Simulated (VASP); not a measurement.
# BIr12 in VASP: further runs

The runs below take BIr12 through single point, with PBE.

Everything below comes from runs of VASP 6.6.1. Logs are shortened: lines on timing, memory, paths and dates and some standing lists are left out, and cuts for length are marked.

### 1 The cell of the first run

The cell holds a slab with vacuum, 13 atoms: a = 5.431 Å, b = 5.431 Å, c = 15.434 Å, α = 90.00°, β = 90.00°, γ = 60.00°.

### 2 Single point, PBE

The input, INCAR:

```
SYSTEM = BIr12
PREC     = Accurate       ! precision mode
ENCUT    = 520            ! plane-wave cutoff, eV
EDIFF    = 1E-7           ! SCF threshold, eV
ISMEAR   = 0              ! smearing method
SIGMA    = 0.05           ! smearing width, eV
LREAL    = .False.        ! projectors in reciprocal space
LASPH    = .True.         ! aspherical terms in the spheres
NELM     = 80             ! most SCF steps
ALGO     = Normal         ! electronic algorithm
ISIF     = 2              ! what is computed and relaxed
LWAVE    = .False.        ! write WAVECAR
LCHARG   = .True.         ! write CHGCAR
GGA      = PE             ! functional
LELF     = .True.         ! ELF
LVHAR    = .True.       
NBANDS   = 68             ! bands
```

The input, KPOINTS:

```
Automatic mesh
0
Gamma
  4 4 1
  0 0 0
```

The input, POSCAR:

```
BIr12
1.0
    5.4305800000      0.0000000000      0.0000000000
    2.7152900000      4.7030200000      0.0000000000
    0.0000000000      0.0000000000     15.4340500000
Ir B
12 1
Direct
    0.1666666312      0.1666667375      0.0647918077
    0.6666666312      0.1666667375      0.0647918077
    0.1666666312      0.6666667375      0.0647918077
    0.6666666312      0.6666667375      0.0647918077
   -0.1668428323      0.3323900387      0.2086885166
    0.3284257633      0.3357595758      0.2072112634
   -0.1667876851      0.8344091669      0.2087578439
    0.3353178254      0.8323470876      0.2039007260
    0.0141035498     -0.0070797062      0.3482869370
    0.5131151179      0.0043812274      0.3562843194
    0.0053819080      0.4973215083      0.3510552318
    0.5131011888      0.4824961408      0.3563200197
    0.5433073353      0.7282603519      0.4424937719
```

Potentials or basis: VASP PAW PBE potentials, release 64 (Ir, B).

Started as:

```bash
cat potpaw_PBE.64/Ir/POTCAR potpaw_PBE.64/B/POTCAR > POTCAR
mpirun -np 1 vasp_std > vasp.out
```

OUTCAR:

```text
SYSTEM = BIr12
   PREC = Accurate
   ENCUT = 520
   EDIFF = 1E-7
   ISMEAR = 0
   LREAL = .False.
   LASPH = .True.
   NELM = 80
   ISIF = 2
   GGA = PE

 ion  position               nearest neighbor table
   1  0.167  0.167  0.065-   8 2.66   6 2.69   3 2.72   3 2.72   4 2.72   4 2.72   2 2.72   2 2.72
                             5 2.72
   2  0.667  0.167  0.065-   6 2.71   4 2.72   3 2.72   4 2.72   3 2.72   1 2.72   1 2.72   5 2.72
                             7 2.72
   3  0.167  0.667  0.065-   8 2.66   6 2.69   1 2.72   1 2.72   2 2.72   2 2.72   4 2.72   4 2.72
                             7 2.72
   4  0.667  0.667  0.065-   8 2.65   2 2.72   1 2.72   2 2.72   1 2.72   3 2.72   3 2.72   5 2.72
                             7 2.72
   5  0.833  0.332  0.209-   9 2.68   6 2.70   7 2.70  11 2.71   8 2.71   2 2.72   1 2.72   4 2.72
                             8 2.72   7 2.73  12 2.73   6 2.73
   6  0.328  0.336  0.207-  11 2.69   1 2.69   3 2.69   7 2.70   5 2.70   2 2.71   8 2.72   8 2.72
                             5 2.73   7 2.73  10 2.78  12 2.78
   7  0.833  0.834  0.209-   9 2.68   6 2.70   5 2.70  11 2.71   8 2.71   2 2.72   3 2.72   4 2.72
                             8 2.72   5 2.73  10 2.73   6 2.73
   8  0.335  0.832  0.204-   4 2.65   1 2.66   3 2.66   9 2.69   5 2.71   7 2.71   6 2.72   6 2.72
                             7 2.72   5 2.72  10 2.87  12 2.87
   9  0.014  0.993  0.348-   7 2.68   5 2.68   8 2.69  10 2.69  12 2.69  11 2.72  11 2.72  12 2.74
                            10 2.74
  10  0.513  0.004  0.356-  13 1.95  12 2.60   9 2.69  11 2.72  11 2.72   7 2.73   9 2.74   6 2.78
                            12 2.83   8 2.87
  11  0.005  0.497  0.351-  13 2.59   6 2.69   7 2.71   5 2.71  10 2.72   9 2.72  12 2.72   9 2.72
                            12 2.72  10 2.72
  12  0.513  0.482  0.356-  13 1.95  10 2.60   9 2.69  11 2.72  11 2.72   5 2.73   9 2.74   6 2.78
                            10 2.83   8 2.87
  13  0.543  0.728  0.442-  12 1.95  10 1.95  11 2.59

  LATTYP: Found a hexagonal cell.
 ALAT       =     5.4305797945
 C/A-ratio  =     2.8420630180

  Lattice vectors:

 A1 = (  -2.7152900000,  -4.7030200000,   0.0000000000)
 A2 = (   5.4305800000,   0.0000000000,   0.0000000000)
 A3 = (   0.0000000000,   0.0000000000,  15.4340500000)

Analysis of symmetry for initial positions (statically):
=====================================================================
 Subroutine PRICEL returns:
 Original cell was already a primitive cell.

 Routine SETGRP: Setting up the symmetry group for a
 hexagonal supercell.

 Subroutine GETGRP returns: Found  1 space group operations
 (whereof  1 operations were pure point group operations)
 out of a pool of 24 trial point group operations.

The static configuration has the point symmetry C_1 .

Analysis of symmetry for dynamics (positions and initial velocities):
=====================================================================
 Subroutine PRICEL returns:
 Original cell was already a primitive cell.

 Routine SETGRP: Setting up the symmetry group for a
 hexagonal supercell.

 Subroutine GETGRP returns: Found  1 space group operations
 (whereof  1 operations were pure point group operations)
 out of a pool of 24 trial point group operations.

The dynamic configuration has the point symmetry C_1 .

 Subroutine INISYM returns: Found  1 space group operations
 (whereof  1 operations are pure point group operations),
 and found     1 'primitive' translations

----------------------------------------------------------------------------------------

                                     Primitive cell

  volume of cell :     394.1876

  direct lattice vectors                    reciprocal lattice vectors
     5.430580000  0.000000000  0.000000000     0.184142394 -0.106314666  0.000000000
     2.715290000  4.703020000  0.000000000     0.000000000  0.212629332  0.000000000
     0.000000000  0.000000000 15.434050000     0.000000000  0.000000000  0.064791808

  length of vectors
     5.430580000  5.430579795 15.434050000     0.212629324  0.212629332  0.064791808

  position of ions in fractional coordinates (direct lattice)
     0.166666631  0.166666738  0.064791808
     0.666666631  0.166666738  0.064791808
     0.166666631  0.666666738  0.064791808
     0.666666631  0.666666738  0.064791808
     0.833157168  0.332390039  0.208688517
     0.328425763  0.335759576  0.207211263
     0.833212315  0.834409167  0.208757844
     0.335317825  0.832347088  0.203900726
     0.014103550  0.992920294  0.348286937
     0.513115118  0.004381227  0.356284319
     0.005381908  0.497321508  0.351055232
     0.513101189  0.482496141  0.356320020
     0.543307335  0.728260352  0.442493772

  ion indices of the primitive-cell ions
   primitive index   ion index
                 1           1
                 2           2
                 3           3
                 4           4
                 5           5
                 6           6
                 7           7
                 8           8
                 9           9
                10          10
                11          11
                12          12
                13          13

----------------------------------------------------------------------------------------

 KPOINTS: Automatic mesh

Automatic generation of k-mesh.
 Grid dimensions read from file:
 generate k-points for:    4    4    1

 Generating k-lattice:

  Cartesian coordinates                     Fractional coordinates (reciprocal lattice)
     0.046035598 -0.026578666  0.000000000     0.250000000  0.000000000  0.000000000
     0.000000000  0.053157333  0.000000000     0.000000000  0.250000000  0.000000000
     0.000000000  0.000000000  0.064791808     0.000000000  0.000000000  1.000000000

  Length of vectors
     0.053157331  0.053157333  0.064791808

  Shift w.r.t. Gamma in fractional coordinates (k-lattice)
     0.000000000  0.000000000  0.000000000

 Subroutine IBZKPT returns following result:
 ===========================================

 Found     10 irreducible k-points:

 Following reciprocal coordinates:
            Coordinates               Weight
  0.000000  0.000000  0.000000      1.000000
  0.250000  0.000000  0.000000      2.000000
  0.250000  0.250000  0.000000      2.000000
  0.000000  0.250000  0.000000      2.000000
  0.500000  0.000000  0.000000      1.000000
  0.500000  0.500000  0.000000      1.000000
  0.000000  0.500000  0.000000      1.000000
  0.500000  0.250000  0.000000      2.000000
  0.250000  0.500000  0.000000      2.000000
 -0.250000  0.250000  0.000000      2.000000
   k-points           NKPTS =     10   k-points in BZ     NKDIM =     10   number of bands    NBANDS=     68
   number of dos      NEDOS =    301   number of ions     NIONS =     13
   total plane-waves  NPLWV = 192000
   dimension x,y,z NGX =    40 NGY =   40 NGZ =  120
   dimension x,y,z NGXF=    80 NGYF=   80 NGZF=  240
   ions per type =              12   1
   NGX,Y,Z   is equivalent  to a cutoff of  12.25, 12.25, 12.93 a.u.
   NGXF,Y,Z  is equivalent  to a cutoff of  24.49, 24.49, 25.85 a.u.
 SYSTEM =  BIr12
   PREC   = accura    normal or accurate (medium, high low for compatibility)
   ISTART =      0    job   : 0-new  1-cont  2-samecut
   ICHARG =      2    charge: 1-file 2-atom 10-const
   ISPIN  =      1    spin polarized calculation?
   LNONCOLLINEAR =      F non collinear calculations
   LSORBIT =      F    spin-orbit coupling
   LASPH  =      T    aspherical Exc in radial PAW
   ENCUT  =  520.0 eV  38.22 Ry    6.18 a.u.  10.10 10.10 28.70*2*pi/ulx,y,z
   NELM   =     80;   NELMIN=  2; NELMDL= -5     # of ELM steps
   EDIFF  = 0.1E-06   stopping-criterion for ELM
   LREAL  =      F    real-space projection
   EDIFFG = 0.1E-05   stopping-criterion for IOM
   NSW    =      0    number of steps for IOM
   IBRION =     -1    ionic relax: 0-MD 1-quasi-New 2-CG
   NFREE  =      0    steps in history (QN), initial steepest desc. (CG)
   ISIF   =      2    stress and relaxation
   ISYM   =      2    0-nonsym 1-usesym 2-fastsym
   POTIM  = 0.5000    time-step for ionic-motion
   TEBEG  =    0.0;   TEEND  =   0.0 temperature during run
   PSTRESS=    0.0 pullay stress
   NELECT =     111.0000    total number of electrons
   NUPDOWN=      -1.0000    fix difference up-down
   EMIN   =  10.00;   EMAX   =-10.00  energy-range for DOS
   EFERMI =   0.00;   METHOD = LEGACY
   ISMEAR =     0;   SIGMA  =   0.05  broadening in eV -4-tet -1-fermi 0-gaus
   EFERMI_NEDOS =   21; number of points for ismear=-14 and -15
   IALGO  =     38    algorithm
   IMIX   =      4    mixing-type and parameters
     AMIX     =   0.40;   BMIX     =  1.00
     AMIX_MAG =   1.60;   BMIX_MAG =  1.00
  volume/ion in A,a.u.               =      30.32       204.62
  Fermi-wavevector in a.u.,A,eV,Ry     =   1.073037  2.027747 15.665873  1.151409
  Thomas-Fermi vector in A             =   2.208825
   LORBIT       =      0    0 simple, 1 ext, 2 COOP (PROOUT), +10 PAW based schemes
   GGA     = PE    functional components
   LHFCALC =     F    Hartree Fock is set to
   AEXX    =    0.0000 exact exchange contribution
   IVDW    =     0    specifies the selected vdW correction
   LEPSILON=     F    determine dielectric tensor
   LRPA    =     F    only Hartree local field effects (RPA)
 non-spin polarized calculation
 Gauss-broadening in eV      SIGMA  =   0.05
  energy-cutoff  :      520.00
  volume of cell :      394.19
 maximum number of plane-waves:     10640
   NGX = 21   NGY = 21   NGZ = 57

 number of electron     111.0000007 magnetization

 Free energy of the ion-electron system (eV)
  ---------------------------------------------------
  ext. energy  EPLUGINS =         0.00000000
  ---------------------------------------------------
  free energy    TOTEN  =      -104.99453943 eV

  energy without entropy =     -104.97136021  energy(sigma->0) =     -104.98294982

 E-fermi :   1.5726     XC(G=0):  -7.5047

 val. band max:        1.5582550185   @ k =   0.2500   0.5000   0.0000
 cond. band min:       1.5748470934   @ k =   0.0000   0.0000   0.0000
 fundamental gap:      0.0165920749
 Fermi energy:         1.5725972620

 k-point     1 :       0.0000    0.0000    0.0000
  band No.  band energies     occupation
      1      -8.7705      2.00000
      2      -7.5608      2.00000
      3      -6.2888      2.00000
      4      -5.8986      2.00000
      5      -5.8029      2.00000
      6      -5.7637      2.00000
[... 59 lines left out ...]
     66       3.1203      0.00000
     67       3.1260      0.00000

 k-point     2 :       0.2500    0.0000    0.0000
  band No.  band energies     occupation
      1      -8.2516      2.00000
      2      -7.1982      2.00000
      3      -5.8478      2.00000
      4      -5.6932      2.00000
      5      -5.5062      2.00000
      6      -5.3320      2.00000
[... 549 lines left out ...]
     66       2.4039      0.00000
     67       2.6562      0.00000

 k-point    10 :      -0.2500    0.2500    0.0000
  band No.  band energies     occupation
      1      -7.3662      2.00000
      2      -6.5463      2.00000
      3      -5.6666      2.00000
      4      -5.5862      2.00000
      5      -4.9823      2.00000
      6      -4.8505      2.00000
[... 59 lines left out ...]
     66       2.4085      0.00000
     67       2.6591      0.00000
 [bands above 67 left out]

------------------------ aborting loop because EDIFF is reached ----------------------------------------

  FORCE on cell =-STRESS in cart. coord.  units (eV):
  Direction    XX          YY          ZZ          XY          YZ          ZX
  --------------------------------------------------------------------------------------
  -------------------------------------------------------------------------------------
  Total       -5.4571494     -3.4992376      0.7079405      1.6941353     -0.0076272      0.0387058
  in kB      -22.1806098    -14.2226680      2.8774276      6.8858209     -0.0310009      0.1573197
  external PRESSURE =     -11.1752834 kB  Pullay stress =       0.0000000 kB

 VOLUME and BASIS-vectors are now :
 -----------------------------------------------------------------------------
  energy-cutoff  :      520.00
  volume of cell :      394.19
      direct lattice vectors                 reciprocal lattice vectors
     5.430580000  0.000000000  0.000000000     0.184142394 -0.106314666  0.000000000
     2.715290000  4.703020000  0.000000000     0.000000000  0.212629332  0.000000000
     0.000000000  0.000000000 15.434050000     0.000000000  0.000000000  0.064791808

 POSITION                                       TOTAL-FORCE (eV/Angst)
 -----------------------------------------------------------------------------------
      1.35764      0.78384      1.00000         0.027957     -0.072823     -0.174871
      4.07293      0.78384      1.00000        -0.056474      0.030791     -0.025125
      2.71529      3.13535      1.00000         0.075666      0.012490     -0.173869
      5.43058      3.13535      1.00000        -0.051606      0.031634      0.224427
      5.42706      1.56324      3.22091         0.000028      0.009273      0.005533
      2.69523      1.57908      3.19811         0.012160     -0.004918      0.017823
      6.79049      3.92424      3.22198        -0.010065     -0.004083     -0.005626
      4.08103      3.91454      3.14701        -0.000052     -0.001296      0.021474
      2.77266      4.66972      5.37548        -0.002132      0.004791      0.033140
      2.79841      0.02061      5.49891         0.036951      0.101601     -0.058187
      1.37960      2.33891      5.41820         0.021014     -0.015233      0.026296
      4.09655      2.26919      5.49946        -0.072327     -0.091224     -0.070343
      4.92791      3.42502      6.82947         0.018879     -0.001003      0.179328
 -----------------------------------------------------------------------------------
    total drift:                                0.000020     -0.000010      0.000069

  FREE ENERGIE OF THE ION-ELECTRON SYSTEM (eV)
  ---------------------------------------------------
  free  energy   TOTEN  =      -104.9945394276 eV

  energy  without entropy=     -104.9713602125  energy(sigma->0) =     -104.98294982
```

It took 18 min on 1 thread of AMD EPYC 9755, shared host; peak memory 0.53 GiB.

What came out:

```yaml
Free_energy: -104.9945 eV
Largest_force: 0.232 eV/Å
```

Forces on the atoms (eV/Å):
```
Ir   0.028 -0.073 -0.175
Ir  -0.056  0.031 -0.025
Ir   0.076  0.012 -0.174
Ir  -0.052  0.032  0.224
Ir   0.000  0.009  0.006
Ir   0.012 -0.005  0.018
Ir  -0.010 -0.004 -0.006
Ir   0.000 -0.001  0.021
Ir  -0.002  0.005  0.033
Ir   0.037  0.102 -0.058
Ir   0.021 -0.015  0.026
Ir  -0.072 -0.091 -0.070
B    0.019 -0.001  0.179
```

Levels at points of the mesh, in eV from the Fermi level:
```
           k point  band 53  band 54  band 55  band 56  band 57  band 58  band 59  band 60
(0.00, 0.00, 0.00)     0.40     0.51     0.58     0.60     0.64     0.83     1.05     1.06
(0.50, 0.00, 0.00)    -0.96    -0.74    -0.61    -0.51    -0.43    -0.27     0.09     0.31
(0.50, 0.50, 0.00)    -0.97    -0.89    -0.65    -0.49    -0.40    -0.35     0.02     0.25
(0.00, 0.50, 0.00)    -0.97    -0.89    -0.65    -0.49    -0.40    -0.35     0.02     0.25
```

Caveat: spin-orbit coupling is left out, which moves the levels of the heavy elements.

### 3 Single point, PBE

The input, INCAR:

```
PREC = Accurate
ENCUT = 520
EDIFF = 1E-7
ISMEAR = 0
SIGMA = 0.05
LREAL = F
LASPH = T
NELM = 60
ALGO = Normal
ISIF = 2
LWAVE = F
LCHARG = T
GGA = PE
LELF = T
LVHAR = T
NBANDS = 68
```

The input, KPOINTS:

```
regular mesh
0
Gamma
  4 4 1
```

The input, POSCAR:

```
BIr12
1.0
    5.4305800000      0.0000000000      0.0000000000
    2.7152900000      4.7030200000      0.0000000000
    0.0000000000      0.0000000000     15.4340500000
Ir B
12 1
Direct
    0.1666666312      0.1666667375      0.0647918077
    0.6666666312      0.1666667375      0.0647918077
    0.1666666312      0.6666667375      0.0647918077
    0.6666666312      0.6666667375      0.0647918077
   -0.1650063099      0.3310324005      0.2091808696
    0.3301157434      0.3349388265      0.2067502049
   -0.1649642436      0.8339505254      0.2092641270
    0.3372325674      0.8313872788      0.2038574451
    0.0197796601     -0.0098906660      0.3502846628
    0.5194388456      0.0019264217      0.3558528060
    0.0112609526      0.4943702132      0.3496270908
    0.5194953772      0.4785922662      0.3558855258
    0.4970576360      0.7513270197      0.4417967416
```

Potentials or basis: VASP PAW PBE potentials, release 64 (Ir, B).

Started as:

```bash
cat potpaw_PBE.64/Ir/POTCAR potpaw_PBE.64/B/POTCAR > POTCAR
mpirun -np 1 vasp_std > vasp.out
```

Wall time 25 min (1 thread of AMD EPYC 9755, shared host); peak memory 0.51 GiB.

The run converged. Its results:

```
Free energy   : -105.0385 eV
Largest force : 0.425 eV/Å
```

Forces on the atoms (eV/Å):
```
Ir   0.023 -0.113 -0.149
Ir   0.029 -0.019 -0.034
Ir   0.107  0.038 -0.147
Ir  -0.054  0.033  0.195
Ir   0.013 -0.007  0.024
Ir   0.020 -0.011 -0.011
Ir   0.011 -0.006  0.013
Ir   0.014 -0.009  0.021
Ir   0.036 -0.019  0.078
Ir   0.095  0.065 -0.060
Ir   0.058 -0.035 -0.007
Ir  -0.015 -0.126 -0.077
B   -0.335  0.209  0.157
```

Levels at points of the mesh, in eV from the Fermi level:
```csv
k point,band 52,band 53,band 54,band 55,band 56,band 57,band 58,band 59,band 60,band 61
"(0.00, 0.00, 0.00)",0.38,0.41,0.49,0.57,0.65,0.67,0.81,1.05,1.06,1.07
"(0.50, 0.00, 0.00)",-1.15,-0.96,-0.75,-0.62,-0.51,-0.42,-0.27,0.12,0.28,0.54
"(0.50, 0.50, 0.00)",-1.00,-0.98,-0.87,-0.64,-0.50,-0.40,-0.36,0.04,0.26,0.60
"(0.00, 0.50, 0.00)",-1.00,-0.98,-0.87,-0.64,-0.50,-0.41,-0.36,0.04,0.26,0.60
```

Caveat: spin-orbit coupling is left out, which moves the levels of the heavy elements.
